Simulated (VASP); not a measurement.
# Zn (P6_3/mmc) in VASP: relaxation of shape and atoms at fixed volume with PBE

Aim: the relaxation of shape and atoms at fixed volume of Zn with PBE.

Program: VASP 6.6.1. These are calculated values, not measurements. Logs are shortened: lines on timing, memory, paths and dates and some standing lists are left out, and cuts for length are marked.

## (1) The cell of the first run

It takes space group P6_3/mmc (No. 194, hexagonal). The conventional cell has a = 2.575 Å, b = 2.575 Å, c = 4.724 Å, α = 90.00°, β = 90.00°, γ = 120.00°. Zn (site symmetry -6m2) has 12 Zn at 2.58 to 2.79 Å within 3.4 Å.

## (2) Relaxation of shape and atoms at fixed volume, PBE

INCAR

```
SYSTEM = Zn
PREC = Accurate
ENCUT = 600
EDIFF = 1E-6
ISMEAR = -1
SIGMA = 0.05
LREAL = .FALSE.
LASPH = .TRUE.
NELM = 80
ALGO = Normal
ISIF = 4
LWAVE = .FALSE.
LCHARG = .FALSE.
GGA = PE
IBRION = 2
NSW = 50
EDIFFG = -0.005
```

KPOINTS

```
regular mesh
0
G
  16 16 9
  0 0 0
```

POSCAR

```
Zn
1.0
    2.5750202512      0.0000000000      0.0000000000
   -1.2875101256      2.2300329528      0.0000000000
    0.0000000000      0.0000000000      4.7238102817
Zn
2
Direct
    0.3333333333      0.6666666667      0.2500000000
    0.6666666667      0.3333333333      0.7500000000
```

Potentials or basis: VASP PAW PBE potentials, release 64 (Zn).

Launch:

```
> cat potpaw_PBE.64/Zn/POTCAR > POTCAR
> mpirun -np 1 vasp_std > vasp.out
```

OUTCAR:

```text
SYSTEM = Zn
   PREC = Accurate
   ENCUT = 600
   EDIFF = 1E-6
   ISMEAR = -1
   LREAL = .FALSE.
   LASPH = .TRUE.
   NELM = 80
   ISIF = 4
   GGA = PE
   IBRION = 2
   NSW = 50
   EDIFFG = -0.005

 ion  position               nearest neighbor table
   1  0.333  0.667  0.250-   2 2.79   2 2.79   2 2.79   2 2.79   2 2.79   2 2.79
   2  0.667  0.333  0.750-   1 2.79   1 2.79   1 2.79   1 2.79   1 2.79   1 2.79

  LATTYP: Found a hexagonal cell.
 ALAT       =     2.5750202512
 C/A-ratio  =     1.8344750025

  Lattice vectors:

 A1 = (   2.5750202512,   0.0000000000,   0.0000000000)
 A2 = (  -1.2875101256,   2.2300329528,   0.0000000000)
 A3 = (   0.0000000000,   0.0000000000,   4.7238102817)

Analysis of symmetry for initial positions (statically):
=====================================================================
 Subroutine PRICEL returns:
 Original cell was already a primitive cell.

 Routine SETGRP: Setting up the symmetry group for a
 hexagonal supercell.

 Subroutine GETGRP returns: Found 24 space group operations
 (whereof 12 operations were pure point group operations)
 out of a pool of 24 trial point group operations.

The static configuration has the point symmetry D_3d.
 The point group associated with its full space group is D_6h.

Analysis of symmetry for dynamics (positions and initial velocities):
=====================================================================
 Subroutine PRICEL returns:
 Original cell was already a primitive cell.

 Routine SETGRP: Setting up the symmetry group for a
 hexagonal supercell.

 Subroutine GETGRP returns: Found 24 space group operations
 (whereof 12 operations were pure point group operations)
 out of a pool of 24 trial point group operations.

The dynamic configuration has the point symmetry D_3d.
 The point group associated with its full space group is D_6h.

 Subroutine INISYM returns: Found 24 space group operations
 (whereof 12 operations are pure point group operations),
 and found     1 'primitive' translations

----------------------------------------------------------------------------------------

                                     Primitive cell

  volume of cell :      27.1259

  direct lattice vectors                    reciprocal lattice vectors
     2.575020251  0.000000000  0.000000000     0.388346460  0.224211933  0.000000000
    -1.287510126  2.230032953  0.000000000     0.000000000  0.448423867  0.000000000
     0.000000000  0.000000000  4.723810282     0.000000000  0.000000000  0.211693514

  length of vectors
     2.575020251  2.575020251  4.723810282     0.448423867  0.448423867  0.211693514

  position of ions in fractional coordinates (direct lattice)
     0.333333333  0.666666667  0.250000000
     0.666666667  0.333333333  0.750000000

  ion indices of the primitive-cell ions
   primitive index   ion index
                 1           1
                 2           2

----------------------------------------------------------------------------------------

 KPOINTS: regular mesh

Automatic generation of k-mesh.
 Grid dimensions read from file:
 generate k-points for:   16   16    9

 Generating k-lattice:

  Cartesian coordinates                     Fractional coordinates (reciprocal lattice)
     0.024271654  0.014013246  0.000000000     0.062500000  0.000000000  0.000000000
     0.000000000  0.028026492  0.000000000     0.000000000  0.062500000  0.000000000
     0.000000000  0.000000000  0.023521502     0.000000000  0.000000000  0.111111111

  Length of vectors
     0.028026492  0.028026492  0.023521502

  Shift w.r.t. Gamma in fractional coordinates (k-lattice)
     0.000000000  0.000000000  0.000000000

 Subroutine IBZKPT returns following result:
 ===========================================

 Found    150 irreducible k-points:

 Following reciprocal coordinates:
            Coordinates               Weight
  0.000000  0.000000  0.000000      1.000000
  0.062500 -0.000000  0.000000      6.000000
  0.125000 -0.000000  0.000000      6.000000
  0.187500 -0.000000  0.000000      6.000000
  0.250000 -0.000000  0.000000      6.000000
  0.312500  0.000000  0.000000      6.000000
[... 16 lines left out ...]
  0.187500  0.187500  0.000000      6.000000
  0.250000  0.187500  0.000000     12.000000
 [... further k-points ...]
   k-points           NKPTS =    150   k-points in BZ     NKDIM =    150   number of bands    NBANDS=     16
   number of dos      NEDOS =    301   number of ions     NIONS =      2
   total plane-waves  NPLWV =  23040
   dimension x,y,z NGX =    24 NGY =   24 NGZ =   40
   dimension x,y,z NGXF=    48 NGYF=   48 NGZF=   80
   ions per type =               2
   NGX,Y,Z   is equivalent  to a cutoff of  15.49, 15.49, 14.08 a.u.
   NGXF,Y,Z  is equivalent  to a cutoff of  30.99, 30.99, 28.15 a.u.
 SYSTEM =  Zn
   PREC   = accura    normal or accurate (medium, high low for compatibility)
   ISTART =      0    job   : 0-new  1-cont  2-samecut
   ICHARG =      2    charge: 1-file 2-atom 10-const
   ISPIN  =      1    spin polarized calculation?
   LNONCOLLINEAR =      F non collinear calculations
   LSORBIT =      F    spin-orbit coupling
   LASPH  =      T    aspherical Exc in radial PAW
   ENCUT  =  600.0 eV  44.10 Ry    6.64 a.u.   5.14  5.14  9.43*2*pi/ulx,y,z
   NELM   =     80;   NELMIN=  2; NELMDL= -5     # of ELM steps
   EDIFF  = 0.1E-05   stopping-criterion for ELM
   LREAL  =      F    real-space projection
   EDIFFG = -.5E-02   stopping-criterion for IOM
   NSW    =     50    number of steps for IOM
   IBRION =      2    ionic relax: 0-MD 1-quasi-New 2-CG
   NFREE  =      1    steps in history (QN), initial steepest desc. (CG)
   ISIF   =      4    stress and relaxation
   ISYM   =      2    0-nonsym 1-usesym 2-fastsym
   POTIM  = 0.5000    time-step for ionic-motion
   TEBEG  =    0.0;   TEEND  =   0.0 temperature during run
   PSTRESS=    0.0 pullay stress
   NELECT =      24.0000    total number of electrons
   NUPDOWN=      -1.0000    fix difference up-down
   EMIN   =  10.00;   EMAX   =-10.00  energy-range for DOS
   EFERMI =   0.00;   METHOD = LEGACY
   ISMEAR =    -1;   SIGMA  =   0.05  broadening in eV -4-tet -1-fermi 0-gaus
   EFERMI_NEDOS =   21; number of points for ismear=-14 and -15
   IALGO  =     38    algorithm
   IMIX   =      4    mixing-type and parameters
     AMIX     =   0.40;   BMIX     =  1.00
     AMIX_MAG =   1.60;   BMIX_MAG =  1.00
  volume/ion in A,a.u.               =      13.56        91.53
  Fermi-wavevector in a.u.,A,eV,Ry     =   1.571631  2.969951 33.606696  2.470022
  Thomas-Fermi vector in A             =   2.673186
   LORBIT       =      0    0 simple, 1 ext, 2 COOP (PROOUT), +10 PAW based schemes
   GGA     = PE    functional components
   LHFCALC =     F    Hartree Fock is set to
   AEXX    =    0.0000 exact exchange contribution
   IVDW    =     0    specifies the selected vdW correction
   LEPSILON=     F    determine dielectric tensor
   LRPA    =     F    only Hartree local field effects (RPA)
 conjugate gradient relaxation of ions
 non-spin polarized calculation
  energy-cutoff  :      600.00
  volume of cell :       27.13
 maximum number of plane-waves:       915
 NGX is ok and might be reduce to    24
   NGX = 11   NGY = 11   NGZ = 19

--------------------------------------- Ionic step        1  -------------------------------------------

 number of electron      24.0000014 magnetization

 Free energy of the ion-electron system (eV)
  ---------------------------------------------------
  ext. energy  EPLUGINS =         0.00000000
  ---------------------------------------------------
  free energy    TOTEN  =        -2.12706726 eV

  energy without entropy =       -2.12567635  energy(sigma->0) =       -2.12637181

------------------------ aborting loop because EDIFF is reached ----------------------------------------

  FORCE on cell =-STRESS in cart. coord.  units (eV):
  Direction    XX          YY          ZZ          XY          YZ          ZX
  --------------------------------------------------------------------------------------
  -------------------------------------------------------------------------------------
  Total        2.0933278      2.0933278      1.3859773     -0.0000000     -0.0000000      0.0000000
  in kB      123.6412665    123.6412665     81.8619934     -0.0000000     -0.0000000      0.0000000
  external PRESSURE =     109.7148421 kB  Pullay stress =       0.0000000 kB

 VOLUME and BASIS-vectors are now :
 -----------------------------------------------------------------------------
  energy-cutoff  :      600.00
  volume of cell :       27.13
      direct lattice vectors                 reciprocal lattice vectors
     2.575020251  0.000000000  0.000000000     0.388346460  0.224211933  0.000000000
    -1.287510126  2.230032953  0.000000000     0.000000000  0.448423867  0.000000000
     0.000000000  0.000000000  4.723810282     0.000000000  0.000000000  0.211693514
[... 37 lines left out ...]
 POSITION                                       TOTAL-FORCE (eV/Angst)
 -----------------------------------------------------------------------------------
     -0.00000      1.49519      1.16756        -0.000000      0.000000      0.000000
      1.29487      0.74760      3.50267         0.000000     -0.000000     -0.000000
 -----------------------------------------------------------------------------------
    total drift:                               -0.000000      0.000000      0.000000

  FREE ENERGIE OF THE ION-ELECTRON SYSTEM (eV)
  ---------------------------------------------------
  free  energy   TOTEN  =        -2.1319908509 eV

  energy  without entropy=       -2.1309050315  energy(sigma->0) =       -2.13144794

--------------------------------------- Ionic step        3  -------------------------------------------

 number of electron      24.0000022 magnetization

 Free energy of the ion-electron system (eV)
  ---------------------------------------------------
  ext. energy  EPLUGINS =         0.00000000
  ---------------------------------------------------
  free energy    TOTEN  =        -2.13220229 eV

  energy without entropy =       -2.13105821  energy(sigma->0) =       -2.13163025

 E-fermi :   4.0824     XC(G=0): -12.1703

 val. band max:        4.0421829000   @ k =   0.3750   0.0625   0.0000
 cond. band min:       4.1421928553   @ k =   0.3750  -0.0000   0.0000
 fundamental gap:      0.1000099553
 Fermi energy:         4.0824410694

 k-point     1 :       0.0000    0.0000    0.0000
  band No.  band energies     occupation
      1      -7.3709      2.00000
      2      -5.1221      2.00000
      3      -4.2443      2.00000
      4      -4.0137      2.00000
      5      -4.0137      2.00000
      6      -3.9401      2.00000
[... 8 lines left out ...]
     15      22.2401      0.00000
     16      22.2401      0.00000
[... 419 lines left out ...]
 k-point    24 :       0.2500    0.1875    0.0000
  band No.  band energies     occupation
      1      -4.5148      2.00000
      2      -4.4785      2.00000
      3      -4.4728      2.00000
      4      -4.1607      2.00000
      5      -4.0414      2.00000
      6      -3.9610      2.00000
[... 8 lines left out ...]
     15       9.5175      0.00000
     16      14.3703      0.00000

 [... further k-points ...]
[... 5 lines left out ...]
  --------------------------------------------------------------------------------------
  -------------------------------------------------------------------------------------
  Total        1.7749238      1.7749238      1.7646807     -0.0000000      0.0000000      0.0000000
  in kB      104.8349084    104.8349084    104.2299050     -0.0000000      0.0000000      0.0000000
  external PRESSURE =     104.6332406 kB  Pullay stress =       0.0000000 kB

 VOLUME and BASIS-vectors are now :
 -----------------------------------------------------------------------------
  energy-cutoff  :      600.00
  volume of cell :       27.13
      direct lattice vectors                 reciprocal lattice vectors
     2.593382008 -0.000000000  0.000000000     0.385596876  0.222624460  0.000000000
    -1.296691004  2.245934701 -0.000000000     0.000000000  0.445248920  0.000000000
     0.000000000 -0.000000000  4.657155701     0.000000000  0.000000000  0.214723334

 POSITION                                       TOTAL-FORCE (eV/Angst)
 -----------------------------------------------------------------------------------
     -0.00000      1.49729      1.16429        -0.000000     -0.000000     -0.000000
      1.29669      0.74864      3.49287         0.000000      0.000000      0.000000
 -----------------------------------------------------------------------------------
    total drift:                               -0.000000      0.000000      0.000000

  FREE ENERGIE OF THE ION-ELECTRON SYSTEM (eV)
  ---------------------------------------------------
  free  energy   TOTEN  =        -2.1322022919 eV

  energy  without entropy=       -2.1310582132  energy(sigma->0) =       -2.13163025

 reached required accuracy - stopping structural energy minimisation
```

Wall time 4.3 min (1 thread of AMD EPYC, shared host); peak memory 0.17 GiB.

What came out:

```yaml
Free_energy: -2.1322 eV
Energy_gained_by_relaxing: 2.6 meV/atom
Ionic_steps: 3
Pressure_after_relaxing: 10.5 GPa
Band_gap_on_the_k_mesh: zero (band 12 reaches 5.61 eV, above the bottom of band 13 at 1.45 eV)
```

Step by step:
```csv
step,energy change (eV),largest force (eV/Å),pressure (GPa),volume (Å³)
1,0.0000,0.0000,10.97,27.13
2,-0.0049,0.0000,10.54,27.13
3,-0.0051,0.0000,10.46,27.13
```

Final structure:
```
CELL_PARAMETERS angstrom
2.59338 0.00000 0.00000
-1.29669 2.24593 0.00000
0.00000 0.00000 4.65716
ATOMIC_POSITIONS crystal
Zn 0.33333 0.66667 0.25000
Zn 0.66667 0.33333 0.75000
```
